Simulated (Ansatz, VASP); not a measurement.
**Two plane-wave programs on BN**

```
B N
1.0
     2.34962    0.00000    0.00000
    -1.17481    2.03483    0.00000
     0.00000    0.00000    3.88871
B N
2 2
Cartesian
  1.1748 0.6783 3.8876
  0.0000 1.3566 1.9433
  1.1748 0.6783 2.4315
  0.0000 1.3566 0.4872
```

Change from the starting cell: strain -0.080 along x and y, -0.080 along z, atoms carried along.

Alike in both runs: task single point; functional LDA; k mesh 12 × 12 × 6; occupations gaussian, width 0.05 eV; no spin polarisation.

|  | VASP | Ansatz |
| --- | --- | --- |
| version | VASP 6.6.1 | Ansatz 0.2.0 |
| potentials or method | VASP PAW LDA potentials, release 64 (B, N), cutoff 520 eV | scalar-relativistic, plane waves, PAW |
| valence electrons in the cell | 16 | 16 |

|  | VASP | Ansatz | Ansatz less VASP |
| --- | --- | --- | --- |
| gap on the k mesh at the Fermi level (eV) | 4.41 | 4.46 | +0.041 |
| least direct gap on the mesh (eV) | 9.19 | 9.22 | +0.025 |
| pressure (GPa) | 128.3 | 126.3 | -2.03 |
| traceless stress, the component that is largest in VASP (GPa) | 1.22 | 1.15 | -0.070 |
| rms of the force components (eV/Å) | 0.126 | 0.125 | -0.0008 |

LDA's correlation is that of Perdew and Zunger in VASP and of Perdew and Wang (1992) in Ansatz. Atom by atom the forces differ by 0.001 eV/Å (rms over components). Both programs put the cell under a high pressure, so it lies far from rest at this level.

Noted on VASP's run: the cell as given lies far from equilibrium.
